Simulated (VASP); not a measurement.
Write the native input for VASP 6.6.1 that does the following.

| Item | Value |
| --- | --- |
| Task | single point |
| Functional | PBE |
| Potentials or basis | VASP PAW PBE potentials, release 64 (Sb) |
| Cutoff | 520 eV |
| k mesh | 6 × 6 × 6 |
| Occupations | fermi-dirac, width 0.05 eV |
| Spin | no spin polarisation |
| Dipole correction | no |
| Further INCAR settings | ALGO = Normal; EDIFF = 1e-06; NBANDS = 12 |

The structure of Sb lies in POSCAR:

```
Sb
1.0
    2.1542000000      1.2437279499      3.8331600000
   -2.1542000000      1.2437279499      3.8331600000
    0.0000000000     -2.4874558998      3.8331600000
Sb
2
Direct
    0.7665100000      0.7665100000      0.7665100000
    0.2334900000      0.2334900000      0.2334900000
```

One way to write it, as run:

INCAR

```
PREC = Accurate
ENCUT = 520
EDIFF = 1E-6
ISMEAR = -1
SIGMA = 0.05
LREAL = False
LASPH = True
NELM = 100
ALGO = Normal
ISIF = 2
LWAVE = False
LCHARG = False
GGA = PE
NBANDS = 12
```

KPOINTS

```
Automatic mesh
0
Gamma
  6 6 6
```

Potentials or basis: VASP PAW PBE potentials, release 64 (Sb).

Launch:

```sh
$ cat potpaw_PBE.64/Sb/POTCAR > POTCAR
$ mpirun -np 1 vasp_std > vasp.out
```

It gave:

| Item | Value |
| --- | --- |
| Pressure | 1.7 GPa |
| Largest force | 0.006 eV/Å |
| Band gap on the k mesh | zero (band 5 reaches 7.09 eV, above the bottom of band 6 at 6.85 eV) |

Caveat: spin-orbit coupling is left out, which moves the levels of the heavy elements.

Run time: 46 s on 1 thread of AMD EPYC 7R13, on a shared host, peak memory 0.17 GiB.
